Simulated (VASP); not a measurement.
# La (Im-3m) in VASP: notebook

The runs below take La through single point, with PBEsol.

Everything below comes from runs of VASP 6.6.1. Logs are shortened: lines on timing, memory, paths and dates and some standing lists are left out, and cuts for length are marked.

### Step 1. The cell of the first run

The structure is cubic, space group Im-3m (No. 229). Conventional cell: a = 4.134 Å, b = 4.134 Å, c = 4.134 Å, α = 90.00°, β = 90.00°, γ = 90.00°. Within 4.7 Å of La (site symmetry m-3m) lie 14 La at 3.58 to 4.13 Å.

### Step 2. Single point, PBEsol

Contents of INCAR:

```
ALGO = Normal
EDIFF = 1E-6
ENCUT = 500
GGA = PS
GGA_COMPAT = F
ISIF = 2
ISMEAR = -1
LASPH = T
LCHARG = T
LELF = T
LMAXMIX = 6
LREAL = F
LVHAR = T
LWAVE = F
NBANDS = 12
NELM = 200
PREC = Accurate
SIGMA = 0.1
```

Contents of KPOINTS:

```
k-points
0
Gamma
  7 7 7
```

Contents of POSCAR:

```
La
1.0
   -2.0670727822      2.0670727822      2.0670727822
    2.0670727822     -2.0670727822      2.0670727822
    2.0670727822      2.0670727822     -2.0670727822
La
1
Direct
    0.0000000000      0.0000000000      0.0000000000
```

Potentials or basis: VASP PAW PBE potentials, release 64 (La).

On the command line:

```sh
$ cat potpaw_PBE.64/La/POTCAR > POTCAR
$ mpirun -np 1 vasp_std > vasp.out
```

OUTCAR:

```text
EDIFF = 1E-6
   ENCUT = 500
   GGA = PS
   ISIF = 2
   ISMEAR = -1
   LASPH = T
   LREAL = F
   NELM = 200
   PREC = Accurate

 ion  position               nearest neighbor table
   1  0.000  0.000  0.000-

  LATTYP: Found a body centered cubic cell.
 ALAT       =     4.1341455644

  Lattice vectors:

 A1 = (  -2.0670727822,   2.0670727822,   2.0670727822)
 A2 = (   2.0670727822,  -2.0670727822,   2.0670727822)
 A3 = (   2.0670727822,   2.0670727822,  -2.0670727822)

Analysis of symmetry for initial positions (statically):
=====================================================================
 Subroutine PRICEL returns:
 Original cell was already a primitive cell.

 Routine SETGRP: Setting up the symmetry group for a
 body centered cubic supercell.

 Subroutine GETGRP returns: Found 48 space group operations
[... 9 lines left out ...]

 Routine SETGRP: Setting up the symmetry group for a
 body centered cubic supercell.

 Subroutine GETGRP returns: Found 48 space group operations
[... 11 lines left out ...]
                                     Primitive cell

  volume of cell :      35.3287

  direct lattice vectors                    reciprocal lattice vectors
    -2.067072782  2.067072782  2.067072782     0.000000000  0.241887951  0.241887951
     2.067072782 -2.067072782  2.067072782     0.241887951  0.000000000  0.241887951
     2.067072782  2.067072782 -2.067072782     0.241887951  0.241887951  0.000000000

  length of vectors
     3.580275082  3.580275082  3.580275082     0.342081221  0.342081221  0.342081221

  position of ions in fractional coordinates (direct lattice)
     0.000000000  0.000000000  0.000000000

  ion indices of the primitive-cell ions
   primitive index   ion index
                 1           1

----------------------------------------------------------------------------------------

 KPOINTS: k-points

Automatic generation of k-mesh.
 Grid dimensions read from file:
 generate k-points for:    7    7    7

 Generating k-lattice:

  Cartesian coordinates                     Fractional coordinates (reciprocal lattice)
     0.000000000  0.034555422  0.034555422     0.142857143  0.000000000  0.000000000
     0.034555422  0.000000000  0.034555422     0.000000000  0.142857143  0.000000000
     0.034555422  0.034555422  0.000000000     0.000000000  0.000000000  0.142857143

  Length of vectors
     0.048868746  0.048868746  0.048868746

  Shift w.r.t. Gamma in fractional coordinates (k-lattice)
     0.000000000  0.000000000  0.000000000

 Subroutine IBZKPT returns following result:
 ===========================================

 Found     20 irreducible k-points:

 Following reciprocal coordinates:
            Coordinates               Weight
  0.000000  0.000000  0.000000      1.000000
  0.142857  0.000000  0.000000     12.000000
  0.285714  0.000000  0.000000     12.000000
  0.428571  0.000000  0.000000     12.000000
  0.142857  0.142857  0.000000     24.000000
  0.285714  0.142857  0.000000     48.000000
[... 12 lines left out ...]
 -0.428571 -0.428571  0.285714      8.000000
 -0.428571  0.428571  0.428571      6.000000
   k-points           NKPTS =     20   k-points in BZ     NKDIM =     20   number of bands    NBANDS=     12
   number of dos      NEDOS =    301   number of ions     NIONS =      1
   total plane-waves  NPLWV =  21952
   dimension x,y,z NGX =    28 NGY =   28 NGZ =   28
   dimension x,y,z NGXF=    56 NGYF=   56 NGZF=   56
   ions per type =               1
   NGX,Y,Z   is equivalent  to a cutoff of  13.00, 13.00, 13.00 a.u.
   NGXF,Y,Z  is equivalent  to a cutoff of  26.00, 26.00, 26.00 a.u.
 SYSTEM =  unknown system
   PREC   = accura    normal or accurate (medium, high low for compatibility)
   ISTART =      0    job   : 0-new  1-cont  2-samecut
   ICHARG =      2    charge: 1-file 2-atom 10-const
   ISPIN  =      1    spin polarized calculation?
   LNONCOLLINEAR =      F non collinear calculations
   LSORBIT =      F    spin-orbit coupling
   LASPH  =      T    aspherical Exc in radial PAW
   ENCUT  =  500.0 eV  36.75 Ry    6.06 a.u.   6.53  6.53  6.53*2*pi/ulx,y,z
   NELM   =    200;   NELMIN=  2; NELMDL= -5     # of ELM steps
   EDIFF  = 0.1E-05   stopping-criterion for ELM
   LREAL  =      F    real-space projection
   EDIFFG = 0.1E-04   stopping-criterion for IOM
   NSW    =      0    number of steps for IOM
   IBRION =     -1    ionic relax: 0-MD 1-quasi-New 2-CG
   NFREE  =      0    steps in history (QN), initial steepest desc. (CG)
   ISIF   =      2    stress and relaxation
   ISYM   =      2    0-nonsym 1-usesym 2-fastsym
   POTIM  = 0.5000    time-step for ionic-motion
   TEBEG  =    0.0;   TEEND  =   0.0 temperature during run
   PSTRESS=    0.0 pullay stress
   NELECT =      11.0000    total number of electrons
   NUPDOWN=      -1.0000    fix difference up-down
   EMIN   =  10.00;   EMAX   =-10.00  energy-range for DOS
   EFERMI =   0.00;   METHOD = LEGACY
   ISMEAR =    -1;   SIGMA  =   0.10  broadening in eV -4-tet -1-fermi 0-gaus
   EFERMI_NEDOS =   21; number of points for ismear=-14 and -15
   IALGO  =     38    algorithm
   IMIX   =      4    mixing-type and parameters
     AMIX     =   0.40;   BMIX     =  1.00
     AMIX_MAG =   1.60;   BMIX_MAG =  1.00
  volume/ion in A,a.u.               =      35.33       238.41
  Fermi-wavevector in a.u.,A,eV,Ry     =   1.109592  2.096825 16.751415  1.231194
  Thomas-Fermi vector in A             =   2.246133
   LORBIT       =      0    0 simple, 1 ext, 2 COOP (PROOUT), +10 PAW based schemes
   GGA     = PS    functional components
   LHFCALC =     F    Hartree Fock is set to
   AEXX    =    0.0000 exact exchange contribution
   IVDW    =     0    specifies the selected vdW correction
   LEPSILON=     F    determine dielectric tensor
   LRPA    =     F    only Hartree local field effects (RPA)
 non-spin polarized calculation
  energy-cutoff  :      500.00
  volume of cell :       35.33
 maximum number of plane-waves:       935
 NGX is ok and might be reduce to    28
   NGX = 13   NGY = 13   NGZ = 13

 number of electron      11.0000000 magnetization

 Free energy of the ion-electron system (eV)
  ---------------------------------------------------
  ext. energy  EPLUGINS =         0.00000000
  ---------------------------------------------------
  free energy    TOTEN  =        -5.25381283 eV

  energy without entropy =       -5.17278092  energy(sigma->0) =       -5.21329688

 E-fermi :   8.1975     XC(G=0):  -9.8902

 val. band max:        8.1785740790   @ k =   0.2857   0.1429   0.0000
 cond. band min:       8.2839074781   @ k =  -0.4286  -0.4286   0.1429
 fundamental gap:      0.1053333991
 Fermi energy:         8.1975151433

 k-point     1 :       0.0000    0.0000    0.0000
  band No.  band energies     occupation
      1     -24.5879      2.00000
      2      -7.4009      2.00000
      3      -7.4009      2.00000
      4      -7.4009      2.00000
      5       4.9986      2.00000
      6       9.7287      0.00000
      7       9.7287      0.00000
      8       9.7287      0.00000
      9       9.8115      0.00000
     10       9.8115      0.00000
     11       9.8115      0.00000
     12      10.6433      0.00000

 k-point     2 :       0.1429    0.0000    0.0000
  band No.  band energies     occupation
      1     -24.5412      2.00000
      2      -7.7426      2.00000
      3      -7.5006      2.00000
      4      -7.4056      2.00000
      5       5.6416      2.00000
      6       9.0807      0.00029
      7       9.0904      0.00027
      8       9.7868      0.00000
      9       9.9486      0.00000
     10      10.1829      0.00000
     11      10.2203      0.00000
     12      10.5862      0.00000

 k-point     3 :       0.2857    0.0000    0.0000
  band No.  band energies     occupation
      1     -24.4339      2.00000
      2      -8.4365      2.00000
      3      -7.7148      2.00000
      4      -7.4167      2.00000
      5       6.5175      2.00000
      6       8.4015      0.23010
      7       9.0153      0.00056
      8       9.7774      0.00000
      9      10.1382      0.00000
     10      10.2818      0.00000
     11      10.4284      0.00000
     12      10.5498      0.00000

 k-point     4 :       0.4286    0.0000    0.0000
  band No.  band energies     occupation
      1     -24.3452      2.00000
      2      -8.9385      2.00000
      3      -7.8778      2.00000
      4      -7.4260      2.00000
      5       6.3515      2.00000
      6       7.9975      1.76158
      7       9.8100      0.00000
      8       9.8669      0.00000
      9      10.2010      0.00000
     10      10.4653      0.00000
     11      10.5040      0.00000
     12      10.5927      0.00000

 k-point     5 :       0.1429    0.1429    0.0000
  band No.  band energies     occupation
      1     -24.4641      2.00000
      2      -8.2168      2.00000
      3      -7.6312      2.00000
      4      -7.4832      2.00000
      5       6.5725      2.00000
      6       8.5113      0.08318
      7       8.7036      0.01261
      8       9.7878      0.00000
      9      10.1357      0.00000
     10      10.2856      0.00000
     11      10.3239      0.00000
     12      10.5798      0.00000
[... 168 lines left out ...]
      1     -24.3077      2.00000
      2      -8.3985      2.00000
      3      -8.0630      2.00000
      4      -8.0630      2.00000
      5       7.4007      1.99931
      6       7.8110      1.95893
      7       9.6306      0.00000
      8       9.6306      0.00000
      9       9.8842      0.00000
     10      10.0029      0.00000
     11      10.5473      0.00000
     12      10.5473      0.00000

 k-point    18 :      -0.4286    0.4286    0.2857
  band No.  band energies     occupation
      1     -24.2356      2.00000
      2      -8.6494      2.00000
      3      -8.2421      2.00000
      4      -8.1059      2.00000
      5       6.9087      1.99999
      6       7.4867      1.99837
      7       9.5977      0.00000
      8       9.6288      0.00000
      9      10.0911      0.00000
     10      10.2292      0.00000
     11      10.6207      0.00000
     12      10.6699      0.00000

 k-point    19 :      -0.4286   -0.4286    0.2857
  band No.  band energies     occupation
      1     -24.2029      2.00000
      2      -8.5308      2.00000
      3      -8.5308      2.00000
      4      -8.1326      2.00000
      5       6.8563      2.00000
      6       6.8563      2.00000
      7       9.4843      0.00001
      8      10.0277      0.00000
      9      10.1782      0.00000
     10      10.1782      0.00000
     11      10.6826      0.00000
     12      10.6982      0.00000

 k-point    20 :      -0.4286    0.4286    0.4286
  band No.  band energies     occupation
      1     -24.1733      2.00000
      2      -8.4940      2.00000
      3      -8.4288      2.00000
      4      -8.4288      2.00000
      5       6.3158      2.00000
      6       6.4992      2.00000
      7       9.9683      0.00000
      8      10.1235      0.00000
      9      10.1235      0.00000
     10      10.1339      0.00000
     11      10.6964      0.00000
     12      10.6982      0.00000

------------------------ aborting loop because EDIFF is reached ----------------------------------------

  FORCE on cell =-STRESS in cart. coord.  units (eV):
  Direction    XX          YY          ZZ          XY          YZ          ZX
  --------------------------------------------------------------------------------------
  -------------------------------------------------------------------------------------
  Total        0.0028393      0.0028393      0.0028393      0.0000000      0.0000000      0.0000000
  in kB        0.1287623      0.1287623      0.1287623      0.0000000      0.0000000      0.0000000
  external PRESSURE =       0.1287623 kB  Pullay stress =       0.0000000 kB

 VOLUME and BASIS-vectors are now :
 -----------------------------------------------------------------------------
  energy-cutoff  :      500.00
  volume of cell :       35.33
      direct lattice vectors                 reciprocal lattice vectors
    -2.067072782  2.067072782  2.067072782     0.000000000  0.241887951  0.241887951
     2.067072782 -2.067072782  2.067072782     0.241887951  0.000000000  0.241887951
     2.067072782  2.067072782 -2.067072782     0.241887951  0.241887951  0.000000000

 POSITION                                       TOTAL-FORCE (eV/Angst)
 -----------------------------------------------------------------------------------
      0.00000      0.00000      0.00000         0.000000      0.000000      0.000000
 -----------------------------------------------------------------------------------
    total drift:                               -0.000000      0.000000      0.000000

  FREE ENERGIE OF THE ION-ELECTRON SYSTEM (eV)
  ---------------------------------------------------
  free  energy   TOTEN  =        -5.2538128280 eV

  energy  without entropy=       -5.1727809224  energy(sigma->0) =       -5.21329688
```

Run time: 26 s. Hardware: 1 thread of Intel Xeon 8259CL, shared host; peak memory 0.16 GiB.

What came out:

```yaml
Free_energy: -5.2538 eV
Pressure: 0.0 GPa
```

Caveat: the PAW data sets were made with another functional, which shifts forces and pressure a little; spin-orbit coupling is left out, which moves the levels of the heavy elements.

### Step 3. Single point, PBEsol

This run uses another cell than the first one, of 38.32 Å³/atom, 1.085 times its volume.

Contents of INCAR:

```
SYSTEM = La
PREC = Accurate
ENCUT = 500
EDIFF = 1E-6
ISMEAR = -1
SIGMA = 0.1
LREAL = .FALSE.
LASPH = .TRUE.
NELM = 200
ALGO = Normal
ISIF = 2
LWAVE = .FALSE.
LCHARG = .TRUE.
GGA = PS
LELF = .TRUE.
LVHAR = .TRUE.
NBANDS = 12
GGA_COMPAT = .FALSE.
LMAXMIX = 6
```

Contents of KPOINTS:

```
Automatic mesh
0
G
  7 7 7
  0 0 0
```

Contents of POSCAR:

```
La
1.0
   -2.1238310700      2.1238310700      2.1238310700
    2.1238310700     -2.1238310700      2.1238310700
    2.1238310700      2.1238310700     -2.1238310700
La
1
Direct
    0.0000000000      0.0000000000      0.0000000000
```

Potentials or basis: VASP PAW PBE potentials, release 64 (La).

On the command line:

```sh
$ cat potpaw_PBE.64/La/POTCAR > POTCAR
$ mpirun -np 1 vasp_std > vasp.out
```

Wall time 30 s (1 thread of Intel Xeon 8259CL, shared host); peak memory 0.16 GiB.

The run converged. Its results:

| Quantity | Value |
| --- | --- |
| Free energy | -5.2324 eV |
| Pressure | -2.2 GPa |

Levels at points of the mesh, in eV from the Fermi level:
```
           k point  band 1  band 2  band 3  band 4  band 5  band 6  band 7  band 8  band 9  band 10
(0.00, 0.00, 0.00)  -32.91  -15.89  -15.89  -15.89   -3.27    1.44    1.44    1.44    1.49     1.49
```

Caveat: the PAW data sets were made with another functional, which shifts forces and pressure a little; spin-orbit coupling is left out, which moves the levels of the heavy elements.
